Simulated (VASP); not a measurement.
# Rh (Cmcm) in VASP: further runs

Rh is run at these levels: LDA; tasks: single point.

All numbers are computed with VASP 6.6.1; they aren't measurements. Logs are shortened: lines on timing, memory, paths and dates and some standing lists are left out, and cuts for length are marked.

### 1 The cell of the first run

The structure is orthorhombic, space group Cmcm (No. 63). Conventional cell: a = 2.462 Å, b = 4.603 Å, c = 9.302 Å, α = 90.00°, β = 90.00°, γ = 90.00°. Within 3.3 Å of Rh (site symmetry 2/m) lie 12 Rh at 2.46 to 2.79 Å. Rh (site symmetry m2m) has 12 Rh at 2.46 to 2.79 Å within 3.3 Å.

### 2 Single point, LDA

INCAR reads:

```
SYSTEM = Rh
PREC = Accurate
ENCUT = 520
EDIFF = 1E-6
ISMEAR = 0
SIGMA = 0.15
LREAL = .FALSE.
LASPH = .TRUE.
NELM = 100
ALGO = Fast
ISIF = 2
LWAVE = .FALSE.
LCHARG = .FALSE.
NBANDS = 38
```

KPOINTS reads:

```
regular mesh
0
G
  18 18 6
  0 0 0
```

POSCAR reads:

```
Rh
1.0
    2.4623479726      0.0000000000      0.0000000000
   -1.2311739863      2.3013678520      0.0000000000
    0.0000000000      0.0000000000      9.3021638489
Rh
4
Direct
    0.0000000000      0.0000000000      0.0000000000
    0.3333333333      0.6666666667      0.2500000000
    0.0000000000      0.0000000000      0.5000000000
    0.6666666667      0.3333333333      0.7500000000
```

Potentials or basis: VASP PAW LDA potentials, release 64 (Rh_pv).

Run with:

```bash
> cat potpaw_LDA.64/Rh_pv/POTCAR > POTCAR
> mpirun -np 1 vasp_std > vasp.out
```

OUTCAR:

```text
SYSTEM = Rh
   PREC = Accurate
   ENCUT = 520
   EDIFF = 1E-6
   ISMEAR = 0
   LREAL = .FALSE.
   LASPH = .TRUE.
   NELM = 100
   ISIF = 2

 ion  position               nearest neighbor table
   1  0.000  0.000  0.000-   2 2.74   4 2.74   4 2.74   2 2.74   4 2.79   2 2.79
   2  0.333  0.667  0.250-   1 2.74   3 2.74   1 2.74   3 2.74   1 2.79   3 2.79
   3  0.000  0.000  0.500-   2 2.74   4 2.74   4 2.74   2 2.74   4 2.79   2 2.79
   4  0.667  0.333  0.750-   1 2.74   3 2.74   1 2.74   3 2.74   1 2.79   3 2.79

  LATTYP: Found a base centered orthorhombic cell.
 ALAT       =     2.4623479726
 B/A-ratio  =     1.8692466521
 C/A-ratio  =     3.7777616943

  Lattice vectors:

 A1 = (   1.2311739863,  -2.3013678520,   0.0000000000)
 A2 = (   1.2311739863,   2.3013678520,   0.0000000000)
 A3 = (   0.0000000000,   0.0000000000,   9.3021638489)

Analysis of symmetry for initial positions (statically):
=====================================================================
 Subroutine PRICEL returns:
 Original cell was already a primitive cell.

 Routine SETGRP: Setting up the symmetry group for a
 base centered orthorhombic supercell.

 Subroutine GETGRP returns: Found  8 space group operations
 (whereof  4 operations were pure point group operations)
 out of a pool of  8 trial point group operations.

The static configuration has the point symmetry C_2h.
 The point group associated with its full space group is D_2h.

Analysis of symmetry for dynamics (positions and initial velocities):
=====================================================================
 Subroutine PRICEL returns:
 Original cell was already a primitive cell.

 Routine SETGRP: Setting up the symmetry group for a
 base centered orthorhombic supercell.

 Subroutine GETGRP returns: Found  8 space group operations
 (whereof  4 operations were pure point group operations)
 out of a pool of  8 trial point group operations.

The dynamic configuration has the point symmetry C_2h.
 The point group associated with its full space group is D_2h.

 Subroutine INISYM returns: Found  8 space group operations
 (whereof  4 operations are pure point group operations),
 and found     1 'primitive' translations

----------------------------------------------------------------------------------------

                                     Primitive cell

  volume of cell :      52.7132

  direct lattice vectors                    reciprocal lattice vectors
     2.462347973  0.000000000  0.000000000     0.406116443  0.217262095  0.000000000
    -1.231173986  2.301367852  0.000000000     0.000000000  0.434524189  0.000000000
     0.000000000  0.000000000  9.302163849     0.000000000  0.000000000  0.107501869

  length of vectors
     2.462347973  2.609996815  9.302163849     0.460579399  0.434524189  0.107501869

  position of ions in fractional coordinates (direct lattice)
     0.000000000  0.000000000  0.000000000
     0.333333333  0.666666667  0.250000000
     0.000000000  0.000000000  0.500000000
     0.666666667  0.333333333  0.750000000

  ion indices of the primitive-cell ions
   primitive index   ion index
                 1           1
                 2           2
                 3           3
                 4           4

----------------------------------------------------------------------------------------

 KPOINTS: regular mesh

Automatic generation of k-mesh.
 Grid dimensions read from file:
 generate k-points for:   18   18    6

 Generating k-lattice:

  Cartesian coordinates                     Fractional coordinates (reciprocal lattice)
     0.022562025  0.012070116  0.000000000     0.055555556  0.000000000  0.000000000
     0.000000000  0.024140233  0.000000000     0.000000000  0.055555556  0.000000000
     0.000000000  0.000000000  0.017916978     0.000000000  0.000000000  0.166666667

  Length of vectors
     0.025587744  0.024140233  0.017916978

  Shift w.r.t. Gamma in fractional coordinates (k-lattice)
     0.000000000  0.000000000  0.000000000

 Subroutine IBZKPT returns following result:
 ===========================================

 Found    364 irreducible k-points:

 Following reciprocal coordinates:
            Coordinates               Weight
  0.000000  0.000000  0.000000      1.000000
  0.055556  0.000000  0.000000      4.000000
  0.111111  0.000000  0.000000      4.000000
  0.166667  0.000000  0.000000      4.000000
  0.222222  0.000000  0.000000      4.000000
  0.277778  0.000000  0.000000      4.000000
[... 16 lines left out ...]
 -0.333333  0.055556  0.000000      4.000000
 -0.277778  0.055556  0.000000      4.000000
 [... further k-points ...]
   k-points           NKPTS =    364   k-points in BZ     NKDIM =    364   number of bands    NBANDS=     38
   number of dos      NEDOS =    301   number of ions     NIONS =      4
   total plane-waves  NPLWV =  25200
   dimension x,y,z NGX =    18 NGY =   20 NGZ =   70
   dimension x,y,z NGXF=    36 NGYF=   40 NGZF=  140
   ions per type =               4
   NGX,Y,Z   is equivalent  to a cutoff of  12.15, 12.74, 12.51 a.u.
   NGXF,Y,Z  is equivalent  to a cutoff of  24.31, 25.48, 25.02 a.u.
 SYSTEM =  Rh
   PREC   = accura    normal or accurate (medium, high low for compatibility)
   ISTART =      0    job   : 0-new  1-cont  2-samecut
   ICHARG =      2    charge: 1-file 2-atom 10-const
   ISPIN  =      1    spin polarized calculation?
   LNONCOLLINEAR =      F non collinear calculations
   LSORBIT =      F    spin-orbit coupling
   LASPH  =      T    aspherical Exc in radial PAW
   ENCUT  =  520.0 eV  38.22 Ry    6.18 a.u.   4.58  4.85 17.30*2*pi/ulx,y,z
   NELM   =    100;   NELMIN=  2; NELMDL= -5     # of ELM steps
   EDIFF  = 0.1E-05   stopping-criterion for ELM
   LREAL  =      F    real-space projection
   EDIFFG = 0.1E-04   stopping-criterion for IOM
   NSW    =      0    number of steps for IOM
   IBRION =     -1    ionic relax: 0-MD 1-quasi-New 2-CG
   NFREE  =      0    steps in history (QN), initial steepest desc. (CG)
   ISIF   =      2    stress and relaxation
   ISYM   =      2    0-nonsym 1-usesym 2-fastsym
   POTIM  = 0.5000    time-step for ionic-motion
   TEBEG  =    0.0;   TEEND  =   0.0 temperature during run
   PSTRESS=    0.0 pullay stress
   NELECT =      60.0000    total number of electrons
   NUPDOWN=      -1.0000    fix difference up-down
   EMIN   =  10.00;   EMAX   =-10.00  energy-range for DOS
   EFERMI =   0.00;   METHOD = LEGACY
   ISMEAR =     0;   SIGMA  =   0.15  broadening in eV -4-tet -1-fermi 0-gaus
   EFERMI_NEDOS =   21; number of points for ismear=-14 and -15
   IALGO  =     68    algorithm
   IMIX   =      4    mixing-type and parameters
     AMIX     =   0.40;   BMIX     =  1.00
     AMIX_MAG =   1.60;   BMIX_MAG =  1.00
  volume/ion in A,a.u.               =      13.18        88.93
  Fermi-wavevector in a.u.,A,eV,Ry     =   1.709302  3.230112 39.752316  2.921713
  Thomas-Fermi vector in A             =   2.787811
   LORBIT       =      0    0 simple, 1 ext, 2 COOP (PROOUT), +10 PAW based schemes
   GGA     = CA    functional components
   LHFCALC =     F    Hartree Fock is set to
   AEXX    =    0.0000 exact exchange contribution
   IVDW    =     0    specifies the selected vdW correction
   LEPSILON=     F    determine dielectric tensor
   LRPA    =     F    only Hartree local field effects (RPA)
 non-spin polarized calculation
 RMM-DIIS sequential band-by-band and
 Gauss-broadening in eV      SIGMA  =   0.15
  energy-cutoff  :      520.00
  volume of cell :       52.71
 maximum number of plane-waves:      1456
   NGX =  9   NGY =  9   NGZ = 35

 number of electron      59.9999996 magnetization

 Free energy of the ion-electron system (eV)
  ---------------------------------------------------
  ext. energy  EPLUGINS =         0.00000000
  ---------------------------------------------------
  free energy    TOTEN  =       -33.91587554 eV

  energy without entropy =      -33.85263578  energy(sigma->0) =      -33.88425566

 E-fermi :  12.4974     XC(G=0): -14.6040

 val. band max:       12.4972034679   @ k =   0.2222   0.3889   0.3333
 cond. band min:      12.4976103670   @ k =   0.2778   0.0556   0.1667
 fundamental gap:      0.0004068991
 Fermi energy:        12.4974178708

 k-point     1 :       0.0000    0.0000    0.0000
  band No.  band energies     occupation
      1     -34.3698      2.00000
      2     -34.0569      2.00000
      3     -34.0521      2.00000
      4     -33.7545      2.00000
      5     -33.7305      2.00000
      6     -33.7278      2.00000
[... 30 lines left out ...]
     37      19.8791      0.00000
     38      25.7771      0.00000

 k-point     2 :       0.0556    0.0000    0.0000
  band No.  band energies     occupation
      1     -34.3607      2.00000
      2     -34.0545      2.00000
      3     -34.0498      2.00000
      4     -33.7650      2.00000
      5     -33.7417      2.00000
      6     -33.7297      2.00000
[... 30 lines left out ...]
     37      19.8699      0.00000
     38      25.9373      0.00000

 k-point     3 :       0.1111    0.0000    0.0000
  band No.  band energies     occupation
      1     -34.3341      2.00000
      2     -34.0510      2.00000
      3     -34.0467      2.00000
      4     -33.8291      2.00000
      5     -33.7956      2.00000
      6     -33.7886      2.00000
[... 30 lines left out ...]
     37      19.8474      0.00000
     38      26.2741      0.00000

 k-point     4 :       0.1667    0.0000    0.0000
  band No.  band energies     occupation
      1     -34.2921      2.00000
      2     -34.0693      2.00000
      3     -34.0681      2.00000
      4     -33.9655      2.00000
      5     -33.9233      2.00000
      6     -33.8923      2.00000
[... 30 lines left out ...]
     37      19.8284      0.00000
     38      26.7370      0.00000
[... 703 lines left out ...]
      4     -34.5599      2.00000
      5     -34.0678      2.00000
      6     -33.9472      2.00000
[... 30 lines left out ...]
     37      21.0723      0.00000
     38      24.2427      0.00000

 k-point    23 :      -0.3333    0.0556    0.0000
  band No.  band energies     occupation
      1     -34.4807      2.00000
      2     -34.4669      2.00000
      3     -34.4365      2.00000
      4     -34.4190      2.00000
      5     -34.1317      2.00000
      6     -33.9178      2.00000
[... 30 lines left out ...]
     37      20.1248      0.00000
     38      26.0803      0.00000

 k-point    24 :      -0.2778    0.0556    0.0000
  band No.  band energies     occupation
      1     -34.3098      2.00000
      2     -34.3024      2.00000
      3     -34.2698      2.00000
      4     -34.2463      2.00000
      5     -34.1955      2.00000
      6     -33.9346      2.00000
[... 30 lines left out ...]
     37      19.9292      0.00000
     38      27.3059      0.00000

 [... further k-points ...]
[... 5 lines left out ...]
  --------------------------------------------------------------------------------------
  -------------------------------------------------------------------------------------
  Total       14.3959503      1.8313566     -6.9589456      0.0000000      0.0000000      0.0000000
  in kB      437.5538073     55.6626730   -211.5117842      0.0000000      0.0000000      0.0000000
  external PRESSURE =      93.9015654 kB  Pullay stress =       0.0000000 kB

 VOLUME and BASIS-vectors are now :
 -----------------------------------------------------------------------------
  energy-cutoff  :      520.00
  volume of cell :       52.71
      direct lattice vectors                 reciprocal lattice vectors
     2.462347973  0.000000000  0.000000000     0.406116443  0.217262095  0.000000000
    -1.231173986  2.301367852  0.000000000     0.000000000  0.434524189  0.000000000
     0.000000000  0.000000000  9.302163849     0.000000000  0.000000000  0.107501869

 POSITION                                       TOTAL-FORCE (eV/Angst)
 -----------------------------------------------------------------------------------
      0.00000      0.00000      0.00000         0.000000      0.000000     -0.000000
     -0.00000      1.53425      2.32554        -0.000000     -0.104335      0.000000
      0.00000      0.00000      4.65108         0.000000      0.000000     -0.000000
      1.23117      0.76712      6.97662         0.000000      0.104335     -0.000000
 -----------------------------------------------------------------------------------
    total drift:                                0.000000     -0.000000      0.000000

  FREE ENERGIE OF THE ION-ELECTRON SYSTEM (eV)
  ---------------------------------------------------
  free  energy   TOTEN  =       -33.9158755358 eV

  energy  without entropy=      -33.8526357776  energy(sigma->0) =      -33.88425566
```

It took 13 min on 1 thread of Oxide Virtual Turin-like, shared host; peak memory 0.5 GiB.

Results:

```yaml
Free_energy: -33.9159 eV
Pressure: 9.4 GPa
Largest_force: 0.104 eV/Å
Band_gap_on_the_k_mesh: zero (band 30 reaches 13.77 eV, above the bottom of band 31 at 11.27 eV)
```

Forces in eV/Å, atoms in the order of the input:
```
Rh   0.000  0.000  0.000
Rh   0.000 -0.104  0.000
Rh   0.000  0.000  0.000
Rh   0.000  0.104  0.000
```

Caveat: the cell differs from its parent crystal (strain +e along x and -e along y -0.0367, strain +e along z and -e/2 along x and y +0.0733).

### 3 Single point, LDA

INCAR reads:

```
ALGO     = Fast           # electronic algorithm
EDIFF    = 1E-6           # SCF threshold, eV
ENCUT    = 520            # plane-wave cutoff, eV
GGA      = CA             # functional
ISIF     = 2              # what is computed and relaxed
ISMEAR   = 0              # smearing method
LASPH    = True           # aspherical terms in the spheres
LCHARG   = False          # write CHGCAR
LREAL    = False          # projectors in reciprocal space
LWAVE    = False          # write WAVECAR
NBANDS   = 38             # bands
NELM     = 80             # most SCF steps
PREC     = Accurate       # precision mode
SIGMA    = 0.15           # smearing width, eV
```

KPOINTS reads:

```
k-points
0
Gamma
  18 18 6
```

POSCAR reads:

```
Rh
1.0
    2.7058856532      0.0000000000      0.0000000000
   -1.3529428266      2.5122776702      0.0000000000
    0.0000000000      0.0000000000      7.7135244811
Rh
4
Direct
    0.0000000000      0.0000000000      0.0000000000
    0.3333333333      0.6666666667      0.2500000000
    0.0000000000      0.0000000000      0.5000000000
    0.6666666667      0.3333333333      0.7500000000
```

Potentials or basis: VASP PAW LDA potentials, release 64 (Rh_pv).

Run with:

```bash
> cat potpaw_LDA.64/Rh_pv/POTCAR > POTCAR
> mpirun -np 1 vasp_std > vasp.out
```

Wall time 15 min (1 thread of Oxide Virtual Turin-like, shared host); peak memory 0.5 GiB.

It converged, with:

| Item | Value |
| --- | --- |
| Free energy | -33.4961 eV |
| Pressure | 15.6 GPa |
| Largest force | 0.396 eV/Å |
| Band gap on the k mesh | zero (band 30 reaches 13.48 eV, above the bottom of band 31 at 11.18 eV) |

Forces on the atoms (eV/Å):
```
Rh   0.000  0.000  0.000
Rh   0.000 -0.396  0.000
Rh   0.000  0.000  0.000
Rh   0.000  0.396  0.000
```

Stress tensor (GPa, compression positive):
```
 4.25  0.00  0.00
 0.00 -6.79  0.00
 0.00  0.00 49.27
```

Levels at points of the mesh, in eV from the Fermi level:
| k point | band 27 | band 28 | band 29 | band 30 | band 31 | band 32 | band 33 | band 34 |
| --- | --- | --- | --- | --- | --- | --- | --- | --- |
| (0.00, 0.00, 0.00) | -2.19 | -1.88 | -1.71 | -1.71 | -1.47 | -0.12 | 0.17 | 0.91 |
| (0.50, 0.00, 0.00) | -0.04 | 0.02 | 0.42 | 0.84 | 0.94 | 1.10 | 1.51 | 2.52 |
| (0.00, 0.50, 0.00) | -0.07 | 0.00 | 0.44 | 0.53 | 0.60 | 0.63 | 1.54 | 1.90 |
| (0.00, 0.00, 0.50) | -1.41 | -1.41 | -0.96 | -0.96 | 0.11 | 0.11 | 0.31 | 0.31 |
| (0.50, 0.00, 0.50) | -0.25 | -0.25 | -0.07 | -0.07 | 0.60 | 0.60 | 2.85 | 2.85 |
| (0.00, 0.50, 0.50) | -0.30 | -0.30 | -0.09 | -0.09 | 0.67 | 0.67 | 2.25 | 2.25 |

Caveat: the cell differs from its parent crystal (strain +e along x and -e along y -0.0367, strain +e along z and -e/2 along x and y -0.1100).
